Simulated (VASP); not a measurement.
# AlN in VASP: notebook

AlN is run at these levels: PBEsol; tasks: single point.

Everything below comes from runs of VASP 6.6.1. Logs are shortened: lines on timing, memory, paths and dates and some standing lists are left out, and cuts for length are marked.

### Step 1. The cell of the first run

The cell holds a wire or tube with vacuum around it, 2 atoms: a = 9.800 Å, b = 9.300 Å, c = 3.071 Å, α = 90.00°, β = 90.00°, γ = 90.00°.

### Step 2. Single point, PBEsol, collinear spin, ferromagnetic start

Input file INCAR:

```
SYSTEM = AlN
  PREC = Accurate
  ENCUT = 520
  EDIFF = 1E-6
  ISMEAR = 0
  SIGMA = 0.05
  LREAL = .False.
  LASPH = .True.
  NELM = 200
  ALGO = Normal
  ISIF = 2
  LWAVE = .False.
  LCHARG = .True.
  ISPIN = 2
  MAGMOM = 0.5 0.5
  LORBIT = 11
  GGA = PS
  LELF = .True.
  LVHAR = .True.
  NBANDS = 15
  GGA_COMPAT = .False.
```

Input file KPOINTS:

```
regular mesh
0
Gamma
  1 1 21
  0 0 0
```

Input file POSCAR:

```
AlN
1.0
    9.8000000000      0.0000000000      0.0000000000
    0.0000000000      9.3000000000      0.0000000000
    0.0000000000      0.0000000000      3.0706345416
Al N
1 1
Direct
    0.4608337431      0.5000000000      0.0000000000
    0.5391662569      0.5000000000      0.5000000000
```

Potentials or basis: VASP PAW PBE potentials, release 64 (Al, N).

The run is started by

```sh
cat potpaw_PBE.64/Al/POTCAR potpaw_PBE.64/N/POTCAR > POTCAR
mpirun -np 1 vasp_std > vasp.out
```

OUTCAR:

```text
SYSTEM = AlN
   PREC = Accurate
   ENCUT = 520
   EDIFF = 1E-6
   ISMEAR = 0
   LREAL = .False.
   LASPH = .True.
   NELM = 200
   ISIF = 2
   ISPIN = 2
   LORBIT = 11
   GGA = PS

 ion  position               nearest neighbor table
   1  0.461  0.500  0.000-   2 1.72   2 1.72
   2  0.539  0.500  0.500-   1 1.72   1 1.72

  LATTYP: Found a simple orthorhombic cell.
 ALAT       =     3.0706345416
 B/A-ratio  =     3.0286899577
 C/A-ratio  =     3.1915227512

  Lattice vectors:

 A1 = (   0.0000000000,   0.0000000000,  -3.0706345416)
 A2 = (   0.0000000000,   9.3000000000,   0.0000000000)
 A3 = (   9.8000000000,   0.0000000000,   0.0000000000)

Analysis of symmetry for initial positions (statically):
=====================================================================
 Subroutine PRICEL returns:
 Original cell was already a primitive cell.

 Routine SETGRP: Setting up the symmetry group for a
 simple orthorhombic supercell.

 Subroutine GETGRP returns: Found  4 space group operations
 (whereof  4 operations were pure point group operations)
 out of a pool of  8 trial point group operations.

The static configuration has the point symmetry C_2v.

Analysis of symmetry for dynamics (positions and initial velocities):
=====================================================================
 Subroutine PRICEL returns:
 Original cell was already a primitive cell.

 Routine SETGRP: Setting up the symmetry group for a
 simple orthorhombic supercell.

 Subroutine GETGRP returns: Found  4 space group operations
 (whereof  4 operations were pure point group operations)
 out of a pool of  8 trial point group operations.

The dynamic configuration has the point symmetry C_2v.

Analysis of structural, dynamic, and magnetic symmetry:
=====================================================================
 Subroutine PRICEL returns:
 Original cell was already a primitive cell.

 Routine SETGRP: Setting up the symmetry group for a
 simple orthorhombic supercell.

 Subroutine GETGRP returns: Found  4 space group operations
 (whereof  4 operations were pure point group operations)
 out of a pool of  8 trial point group operations.

The overall configuration has the point symmetry C_2v.

 Subroutine INISYM returns: Found  4 space group operations
 (whereof  4 operations are pure point group operations),
 and found     1 'primitive' translations

----------------------------------------------------------------------------------------

                                     Primitive cell

  volume of cell :     279.8576

  direct lattice vectors                    reciprocal lattice vectors
     9.800000000  0.000000000  0.000000000     0.102040816  0.000000000  0.000000000
[... 133 lines left out ...]
  band No.  band energies     occupation
      1     -17.3811      1.00000
      2      -6.7712      1.00000
      3      -5.7795      1.00000
      4      -5.7649      1.00000
      5      -3.0869      0.00000
      6      -0.0752      0.00000
      7       0.5306      0.00000
      8       0.8216      0.00000
      9       1.8275      0.00000
     10       2.5527      0.00000
     11       3.0051      0.00000
     12       3.0371      0.00000
     13       3.1119      0.00000
     14       4.1718      0.00000
[... 166 lines left out ...]
      1     -16.5493      1.00000
      2      -8.8059      1.00000
      3      -5.1798      1.00000
      4      -4.5043      1.00000
      5      -2.1545      0.00000
      6       0.3303      0.00000
      7       1.4777      0.00000
      8       3.8692      0.00000
      9       4.2976      0.00000
     10       4.3910      0.00000
     11       4.7955      0.00000
     12       5.3311      0.00000
     13       5.4163      0.00000
     14       5.4764      0.00000
     15       6.0166      0.00000
 Fermi energy:        -4.2174117135

 spin component 2

 k-point     1 :       0.0000    0.0000    0.0000
  band No.  band energies     occupation
      1     -17.3811      1.00000
      2      -6.7712      1.00000
      3      -5.7795      1.00000
      4      -5.7649      1.00000
      5      -3.0869      0.00000
      6      -0.0753      0.00000
      7       0.5327      0.00000
      8       0.8215      0.00000
      9       1.8292      0.00000
     10       2.5555      0.00000
     11       3.0194      0.00000
     12       3.0372      0.00000
     13       3.1145      0.00000
     14       4.1739      0.00000
[... 167 lines left out ...]
      2      -8.8059      1.00000
      3      -5.1798      1.00000
      4      -4.5043      1.00000
      5      -2.1545      0.00000
      6       0.3303      0.00000
      7       1.4777      0.00000
      8       3.8707      0.00000
      9       4.2976      0.00000
     10       4.3911      0.00000
     11       4.7976      0.00000
     12       5.3311      0.00000
     13       5.4163      0.00000
     14       5.4763      0.00000
     15       6.0184      0.00000

------------------------ aborting loop because EDIFF is reached ----------------------------------------

  FORCE on cell =-STRESS in cart. coord.  units (eV):
  Direction    XX          YY          ZZ          XY          YZ          ZX
  --------------------------------------------------------------------------------------
  -------------------------------------------------------------------------------------
  Total       -0.9195858      0.0092127      3.4092463      0.0000000      0.0000000      0.0000000
  in kB       -5.2646040      0.0527427     19.5178424      0.0000000      0.0000000      0.0000000
  external PRESSURE =       4.7686604 kB  Pullay stress =       0.0000000 kB

 VOLUME and BASIS-vectors are now :
 -----------------------------------------------------------------------------
  energy-cutoff  :      520.00
  volume of cell :      279.86
      direct lattice vectors                 reciprocal lattice vectors
     9.800000000  0.000000000  0.000000000     0.102040816  0.000000000  0.000000000
     0.000000000  9.300000000  0.000000000     0.000000000  0.107526882  0.000000000
     0.000000000  0.000000000  3.070634542     0.000000000  0.000000000  0.325665587

 POSITION                                       TOTAL-FORCE (eV/Angst)
 -----------------------------------------------------------------------------------
      4.51617      4.65000      0.00000         1.093163      0.000000      0.000000
      5.28383      4.65000      1.53532        -1.093163      0.000000      0.000000
 -----------------------------------------------------------------------------------
    total drift:                                0.000086      0.000000     -0.000000

  FREE ENERGIE OF THE ION-ELECTRON SYSTEM (eV)
  ---------------------------------------------------
  free  energy   TOTEN  =       -11.1360069825 eV

  energy  without entropy=      -11.1360069825  energy(sigma->0) =      -11.13600698

 total charge

# of ion       s       p       d       tot
------------------------------------------
    1        0.450   0.433   0.000   0.883
    2        1.287   2.412   0.000   3.699
--------------------------------------------------
tot          1.736   2.845   0.000   4.581

 magnetization (x)

# of ion       s       p       d       tot
------------------------------------------
    1        0.000   0.000   0.000   0.000
    2       -0.000  -0.000   0.000  -0.000
--------------------------------------------------
tot          0.000  -0.000   0.000  -0.000
```

Run time: 92 s. Hardware: 1 thread of AMD EPYC 9R45 (Zen 5), shared host; peak memory 0.45 GiB.

Results:

- Free energy: -11.1360 eV
- Largest force: 1.093 eV/Å
- Band gap on the k mesh: 1.42 eV (least direct gap 2.35 eV)
- Net moment: 0.00 μB per cell
- Valence electrons inside the program's atomic spheres: Al 0.88; N 3.70

Forces in eV/Å, atoms in the order of the input:
```
Al   1.093  0.000  0.000
N   -1.093  0.000  0.000
```

Levels at points of the mesh, in eV from the valence-band top:
Spin up:
| k point | band 2 | band 3 | band 4 | band 5 | band 6 | band 7 |
| --- | --- | --- | --- | --- | --- | --- |
| (0.00, 0.00, 0.00) | -2.27 | -1.28 | -1.26 | 1.42 | 4.43 | 5.03 |
Spin down:
| k point | band 1 | band 2 | band 3 | band 4 | band 5 | band 6 | band 7 | band 8 |
| --- | --- | --- | --- | --- | --- | --- | --- | --- |
| (0.00, 0.00, 0.00) | -12.88 | -2.27 | -1.28 | -1.26 | 1.42 | 4.43 | 5.04 | 5.33 |

Caveat: the PAW data sets were made with another functional, which shifts forces and pressure a little.

### Step 3. Single point, PBEsol, collinear spin, ferromagnetic start

This run uses another cell than the first one.

Input file INCAR:

```
ALGO = Normal ; EDIFF = 1E-6
ENCUT = 520 ; GGA = PS
GGA_COMPAT = F ; ISIF = 2
ISMEAR = 0 ; ISPIN = 2
LASPH = T ; LCHARG = F
LORBIT = 11 ; LREAL = F
LWAVE = F ; MAGMOM = 0.5 0.5
NBANDS = 15 ; NELM = 200
PREC = Accurate ; SIGMA = 0.05
```

Input file KPOINTS:

```
k-points
0
Gamma
  1 1 35
```

Input file POSCAR:

```
AlN
1.0
   10.5000000000      0.0000000000      0.0000000000
    0.0000000000      9.3000000000      0.0000000000
    0.0000000000      0.0000000000      1.8082625634
Al N
1 1
Direct
    0.4268896538      0.5000000000      0.0000000000
    0.5731103462      0.5000000000      0.5000000000
```

Potentials or basis: VASP PAW PBE potentials, release 64 (Al, N).

The run is started by

```sh
cat potpaw_PBE.64/Al/POTCAR potpaw_PBE.64/N/POTCAR > POTCAR
mpirun -np 1 vasp_std > vasp.out
```

Wall time 75 s (1 thread of AMD EPYC 9R45 (Zen 5), shared host); peak memory 0.31 GiB.

The run converged. Its results:

| Item | Value |
| --- | --- |
| Free energy | -5.6311 eV |
| Largest force | 2.084 eV/Å |
| Net moment | 0.11 μB per cell |
| Site moments | Al +0.01; N +0.04 μB |
| Valence electrons inside the program's atomic spheres | Al 1.23; N 3.60 |

Forces in eV/Å, atoms in the order of the input:
```
Al  -2.084  0.000  0.000
N    2.084  0.000  0.000
```

Levels at points of the mesh, in eV from the Fermi level:
Spin up:
```tsv
k point	band 1	band 2	band 3	band 4	band 5	band 6	band 7	band 8	band 9
(0.00, 0.00, 0.00)	-18.09	-7.49	-5.13	-3.51	-0.05	3.06	3.80	5.33	5.65
```
Spin down:
```
           k point  band 1  band 2  band 3  band 4  band 5  band 6  band 7  band 8  band 9
(0.00, 0.00, 0.00)  -18.03   -7.42   -5.00   -3.46    0.13    3.12    3.88    5.37    5.74
```

Caveat: a moment this small can come from the mesh or the smearing; the PAW data sets were made with another functional, which shifts forces and pressure a little.
